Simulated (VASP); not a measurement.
# CoSi2 (I4/mmm) in VASP: a series of runs, part 2 of 2

VASP 6.6.1.

### 4 Single point, PBE (strain +0.0150 x Voigt [0, 1, 0, 0, 0, 0])

Contents of INCAR:

```
SYSTEM = CoSi2
PREC = Accurate
ENCUT = 520
EDIFF = 1E-6
ISMEAR = 0
SIGMA = 0.15
LREAL = .False.
LASPH = .True.
NELM = 60
ALGO = Normal
ISIF = 2
LWAVE = .False.
LCHARG = .False.
GGA = PE
NBANDS = 16
```

Contents of KPOINTS:

```
regular mesh
0
Gamma
  16 16 16
  0 0 0
```

Contents of POSCAR:

```
CoSi2
1.0
    0.0000000000      2.7201381437      2.6799390578
    2.6799390578      0.0000000000      2.6799390578
    2.6799390578      2.7201381437      0.0000000000
Co Si
1 2
Direct
    0.0000000000      0.0000000000      0.0000000000
    0.2500000000      0.2500000000      0.2500000000
    0.7500000000      0.7500000000      0.7500000000
```

Run with:

```sh
$ cat potpaw_PBE.64/Co/POTCAR potpaw_PBE.64/Si/POTCAR > POTCAR
$ mpirun -np 1 vasp_std > vasp.out
```

Run time: 80 s. Hardware: 1 thread of Intel Xeon 6975P-C (Granite Rapids), shared host; peak memory 0.32 GiB.

It converged, with:

| Item | Value |
| --- | --- |
| Free energy | -19.2934 eV |
| Pressure | -2.8 GPa |
| Band gap on the k mesh | zero (an odd number of electrons rules out a gap without spin polarisation) |

Stress tensor (GPa, compression positive):
```
-2.38  0.00  0.00
 0.00 -3.58  0.00
 0.00  0.00 -2.38
```

Levels at points of the mesh, in eV from the Fermi level:
```tsv
k point	band 6	band 7	band 8	band 9	band 10	band 11	band 12	band 13
(0.00, 0.00, 0.00)	-1.80	0.60	3.29	3.29	3.34	3.48	3.51	3.51
(0.50, 0.00, 0.00)	-1.57	-1.56	-0.51	-0.40	2.66	3.34	3.38	4.23
(0.50, 0.50, 0.00)	-1.93	-1.85	-1.83	-1.29	1.48	2.91	8.55	9.18
(0.50, 0.00, 0.50)	-1.91	-1.91	-1.89	-1.27	1.58	2.98	8.52	9.47
```

Caveat: the cell differs from its parent crystal (strain +0.0150 x Voigt [0, 1, 0, 0, 0, 0]); an odd number of electrons without spin polarisation forces a metal; a magnetic or distorted state may lie lower. Spin polarisation is off, so any magnetic state and its effect on volume and gap are missing.

### 5 Single point, PBE (strain +0.0300 x Voigt [0, 1, 0, 0, 0, 0])

Contents of INCAR:

```
SYSTEM = CoSi2
ALGO     = Normal         ! electronic algorithm
EDIFF    = 1E-6           ! SCF threshold, eV
ENCUT    = 520            ! plane-wave cutoff, eV
GGA      = PE             ! functional
ISIF     = 2              ! what is computed and relaxed
ISMEAR   = 0              ! smearing method
LASPH    = .TRUE.         ! aspherical terms in the spheres
LCHARG   = .FALSE.        ! write CHGCAR
LREAL    = .FALSE.        ! projectors in reciprocal space
LWAVE    = .FALSE.        ! write WAVECAR
NBANDS   = 16             ! bands
NELM     = 80             ! most SCF steps
PREC     = Accurate       ! precision mode
SIGMA    = 0.15           ! smearing width, eV
```

Contents of KPOINTS:

```
k-points
0
G
  16 16 16
  0 0 0
```

Contents of POSCAR:

```
CoSi2
1.0
    0.0000000000      2.7603372295      2.6799390578
    2.6799390578      0.0000000000      2.6799390578
    2.6799390578      2.7603372295      0.0000000000
Co Si
1 2
Direct
    0.0000000000      0.0000000000      0.0000000000
    0.2500000000      0.2500000000      0.2500000000
    0.7500000000      0.7500000000      0.7500000000
```

Run with:

```sh
$ cat potpaw_PBE.64/Co/POTCAR potpaw_PBE.64/Si/POTCAR > POTCAR
$ mpirun -np 1 vasp_std > vasp.out
```

Wall time 1.7 min (1 thread of Intel Xeon 6975P-C (Granite Rapids), shared host); peak memory 0.33 GiB.

Results (log left out):

- Free energy: -19.2754 eV
- Pressure: -5.1 GPa
- Band gap on the k mesh: zero (an odd number of electrons rules out a gap without spin polarisation)

Stress tensor (GPa, compression positive):
```
-4.36  0.00  0.00
 0.00 -6.58  0.00
 0.00  0.00 -4.36
```

Levels at points of the mesh, in eV from the Fermi level:
| k point | band 6 | band 7 | band 8 | band 9 | band 10 | band 11 | band 12 | band 13 |
| --- | --- | --- | --- | --- | --- | --- | --- | --- |
| (0.00, 0.00, 0.00) | -1.73 | 0.47 | 3.17 | 3.17 | 3.21 | 3.55 | 3.56 | 3.56 |
| (0.50, 0.00, 0.00) | -1.54 | -1.51 | -0.56 | -0.34 | 2.62 | 3.24 | 3.35 | 4.14 |
| (0.50, 0.50, 0.00) | -1.93 | -1.78 | -1.77 | -1.26 | 1.39 | 2.88 | 8.53 | 8.82 |
| (0.50, 0.00, 0.50) | -1.88 | -1.88 | -1.88 | -1.23 | 1.58 | 3.01 | 8.49 | 9.36 |

Caveat: the cell differs from its parent crystal (strain +0.0300 x Voigt [0, 1, 0, 0, 0, 0]); the cell stands under tension; an odd number of electrons without spin polarisation forces a metal; a magnetic or distorted state may lie lower. Spin polarisation is off, so any magnetic state and its effect on volume and gap are missing.

### 6 Single point, PBE (strain +0.0450 x Voigt [0, 1, 0, 0, 0, 0])

Contents of INCAR:

```
SYSTEM = CoSi2
  PREC = Accurate
  ENCUT = 520
  EDIFF = 1E-7
  ISMEAR = 0
  SIGMA = 0.15
  LREAL = .FALSE.
  LASPH = .TRUE.
  NELM = 60
  ALGO = Normal
  ISIF = 2
  LWAVE = .FALSE.
  LCHARG = .FALSE.
  GGA = PE
  NBANDS = 16
```

Contents of KPOINTS:

```
regular mesh
0
G
  16 16 16
  0 0 0
```

Contents of POSCAR:

```
CoSi2
1.0
    0.0000000000      2.8005363154      2.6799390578
    2.6799390578      0.0000000000      2.6799390578
    2.6799390578      2.8005363154      0.0000000000
Co Si
1 2
Direct
    0.0000000000      0.0000000000      0.0000000000
    0.2500000000      0.2500000000      0.2500000000
    0.7500000000      0.7500000000      0.7500000000
```

Potentials or basis: VASP PAW PBE potentials, release 64 (Co, Si).

Run with:

```sh
$ cat potpaw_PBE.64/Co/POTCAR potpaw_PBE.64/Si/POTCAR > POTCAR
$ mpirun -np 1 vasp_std > vasp.out
```

OUTCAR:

```text
SYSTEM = CoSi2
   PREC = Accurate
   ENCUT = 520
   EDIFF = 1E-7
   ISMEAR = 0
   LREAL = .FALSE.
   LASPH = .TRUE.
   NELM = 60
   ISIF = 2
   GGA = PE

 ion  position               nearest neighbor table
   1  0.000  0.000  0.000-   3 2.36   3 2.36   3 2.36   2 2.36   2 2.36   2 2.36   3 2.36   2 2.36

   2  0.250  0.250  0.250-   1 2.36   1 2.36   1 2.36   1 2.36   3 2.68   3 2.68   3 2.68   3 2.68
                             3 2.80   3 2.80
   3  0.750  0.750  0.750-   1 2.36   1 2.36   1 2.36   1 2.36   2 2.68   2 2.68   2 2.68   2 2.68
                             2 2.80   2 2.80

  LATTYP: Found a body centered tetragonal cell.
 ALAT       =     3.7900061619
 C/A-ratio  =     1.4778531727

  Lattice vectors:

 A1 = (   0.0000000000,  -2.8005363154,   2.6799390578)
 A2 = (   0.0000000000,  -2.8005363154,  -2.6799390578)
 A3 = (   2.6799390578,   2.8005363154,   0.0000000000)

Analysis of symmetry for initial positions (statically):
=====================================================================
 Subroutine PRICEL returns:
 Original cell was already a primitive cell.

 Routine SETGRP: Setting up the symmetry group for a
 body centered tetragonal supercell.

[... 173 lines left out ...]
 fundamental gap:      0.0023260047
 Fermi energy:         9.4702740074

 k-point     1 :       0.0000    0.0000    0.0000
  band No.  band energies     occupation
      1      -3.2988      2.00000
      2       5.5439      2.00000
      3       5.5439      2.00000
      4       5.7503      2.00000
      5       7.6235      2.00000
      6       7.8162      2.00000
[... 433 lines left out ...]
      3       5.5404      2.00000
      4       5.7524      2.00000
      5       7.5486      2.00000
      6       7.7949      2.00000
[... 8 lines left out ...]
     15      14.7608      0.00000
     16      15.6205      0.00000

 [... further k-points ...]

------------------------ aborting loop because EDIFF is reached ----------------------------------------

  FORCE on cell =-STRESS in cart. coord.  units (eV):
  Direction    XX          YY          ZZ          XY          YZ          ZX
  --------------------------------------------------------------------------------------
  -------------------------------------------------------------------------------------
  Total       -1.5297628     -2.3025066     -1.5297628      0.0000000     -0.0000000      0.0000000
  in kB      -60.9275377    -91.7044536    -60.9275377      0.0000000     -0.0000000      0.0000000
  external PRESSURE =     -71.1865096 kB  Pullay stress =       0.0000000 kB

 VOLUME and BASIS-vectors are now :
 -----------------------------------------------------------------------------
  energy-cutoff  :      520.00
  volume of cell :       40.23
      direct lattice vectors                 reciprocal lattice vectors
     0.000000000  2.800536315  2.679939058    -0.186571407  0.178537231  0.186571407
     2.679939058  0.000000000  2.679939058     0.186571407 -0.178537231  0.186571407
     2.679939058  2.800536315  0.000000000     0.186571407  0.178537231 -0.186571407

 POSITION                                       TOTAL-FORCE (eV/Angst)
 -----------------------------------------------------------------------------------
      0.00000      0.00000      0.00000         0.000000     -0.000000      0.000000
      1.33997      1.40027      1.33997         0.000000      0.000000      0.000000
      4.01991      4.20080      4.01991        -0.000000     -0.000000     -0.000000
 -----------------------------------------------------------------------------------
    total drift:                                0.000000     -0.000000     -0.000000

  FREE ENERGIE OF THE ION-ELECTRON SYSTEM (eV)
  ---------------------------------------------------
  free  energy   TOTEN  =       -19.2470976873 eV

  energy  without entropy=      -19.2345139984  energy(sigma->0) =      -19.24080584
```

stdout:

```text
POSCAR found type information on POSCAR CoSi
 POSCAR found :  2 types and       3 ions
 scaLAPACK will be used
 LDA part: xc-table for (Slater+PW92), standard interpolation
 POSCAR, INCAR and KPOINTS ok, starting setup
 FFT: planning ... GRIDC
 FFT: planning ... GRID_SOFT
 FFT: planning ... GRID
 WAVECAR not read
 entering main loop
```

It took 1.9 min on 1 thread of Intel Xeon 6975P-C (Granite Rapids), shared host; peak memory 0.33 GiB.

Results:

```
Free energy            : -19.2471 eV
Pressure               : -7.1 GPa
Band gap on the k mesh : zero (an odd number of electrons rules out a gap without spin polarisation)
```

Stress tensor (GPa, compression positive):
```
-6.09  0.00  0.00
 0.00 -9.17  0.00
 0.00  0.00 -6.09
```

Caveat: the cell differs from its parent crystal (strain +0.0450 x Voigt [0, 1, 0, 0, 0, 0]); the cell stands under tension; an odd number of electrons without spin polarisation forces a metal; a magnetic or distorted state may lie lower.

### 7 Summary

| cell | gap on the mesh (eV) | pressure (GPa) |
| --- | --- | --- |
| a = 3.734, b = 3.790 Å, angles 59.5, 61.0, 59.5°, 3 atoms | none | 5.8 |
| a = 3.762, b = 3.790 Å, angles 59.8, 60.5, 59.8°, 3 atoms | none | 2.7 |
| a = 3.819, b = 3.790 Å, angles 60.2, 59.5, 60.2°, 3 atoms | none | -2.8 |
| a = 3.847, b = 3.790 Å, angles 60.5, 59.0, 60.5°, 3 atoms | none | -5.1 |
| a = 3.876, b = 3.790 Å, angles 60.7, 58.5, 60.7°, 3 atoms | none | -7.1 |

Alike in all rows: task single point; level PBE; potentials or basis VASP PAW PBE potentials, release 64 (Co, Si); no spin polarisation; k mesh 16 × 16 × 16; cutoff (eV) 520; smearing gaussian 0.15 eV.

Caveats: an odd number of electrons without spin polarisation forces a metal; a magnetic or distorted state may lie lower; the cell stands under tension (at least some runs); the cell stands under pressure (at least some runs).

Absolute energies hang on the potentials; compare differences alone.
